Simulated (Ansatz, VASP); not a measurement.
## CaO: VASP beside Ansatz

File INCAR:

```
SYSTEM = CaO
PREC = Accurate ; ENCUT = 520
EDIFF = 1E-6 ; ISMEAR = 0
SIGMA = 0.1 ; LREAL = .False.
LASPH = .True. ; NELM = 100
ALGO = Normal ; ISIF = 2
LWAVE = .False. ; LCHARG = .False.
GGA = PE ; NBANDS = 42
```

File KPOINTS:

```
Automatic mesh
0
Gamma
  4 3 3
  0 0 0
```

File POSCAR:

```
CaO
1.0
    0.0000000000      0.0000000000      2.9987230039
    6.6009510313      0.0000000001      0.0000000000
   -3.3004755157      5.7165912822      0.0000000000
Ca O
4 4
Direct
    0.5000000000      0.1666666667      0.3333333333
    0.5000000000      0.1666666667      0.8333333333
    0.5000000000      0.6666666667      0.3333333333
    0.5000000000      0.6666666667      0.8333333333
    0.0000000000      0.3333333333      0.1666666667
    0.0000000000      0.3333333333      0.6666666667
    0.0000000000      0.8333333333      0.1666666667
    0.0000000000      0.8333333333      0.6666666667
```

Input for Ansatz:

```yaml
crystal:
  lattice:
    - [0.0, 0.0, 2.9987230039]
    - [6.6009510313, 1.0e-10, 0.0]
    - [-3.3004755157, 5.7165912822, 0.0]
  atoms:
    - { symbol: Ca, position: [0.5, 0.1666666667, 0.3333333333] }
    - { symbol: Ca, position: [0.5, 0.1666666667, 0.8333333333] }
    - { symbol: Ca, position: [0.5, 0.6666666667, 0.3333333333] }
    - { symbol: Ca, position: [0.5, 0.6666666667, 0.8333333333] }
    - { symbol: O, position: [0.0, 0.3333333333, 0.1666666667] }
    - { symbol: O, position: [0.0, 0.3333333333, 0.6666666667] }
    - { symbol: O, position: [0.0, 0.8333333333, 0.1666666667] }
    - { symbol: O, position: [0.0, 0.8333333333, 0.6666666667] }
basis:
  ecutwfc: 420
kpoints:
  mp_grid: { grid: [4, 3, 3] }
hamiltonian:
  xc: pbe
scf:
  occupations: { method: gaussian, width: 0.1 }
  lower_state_search: "off"
output:
  forces: true
  stress: true
  eigenvalues: true
```

Alike in both runs: task single point; functional PBE; k mesh 4 × 3 × 3; occupations gaussian, width 0.1 eV; no spin polarisation.

|  | VASP | Ansatz |
| --- | --- | --- |
| version | VASP 6.6.1 | Ansatz 0.2.0 |
| potentials or method | VASP PAW PBE potentials, release 64 (Ca_sv, O), cutoff 520 eV | scalar-relativistic, plane waves, PAW |
| valence electrons in the cell | 64 | 64 |

```tsv
	VASP	Ansatz	Ansatz less VASP
gap on the k mesh at the Fermi level (eV)	3.31	3.32	+0.012
least direct gap on the mesh (eV)	3.31	3.32	+0.012
pressure (GPa)	0.5	0.0	-0.53
traceless stress, the component that is largest in VASP (GPa)	0.20	0.09	-0.105
```

With one functional, cell and mesh, what is left measures potentials, basis and numerics.

The k mesh is coarse, so the values compare programs but aren't converged.
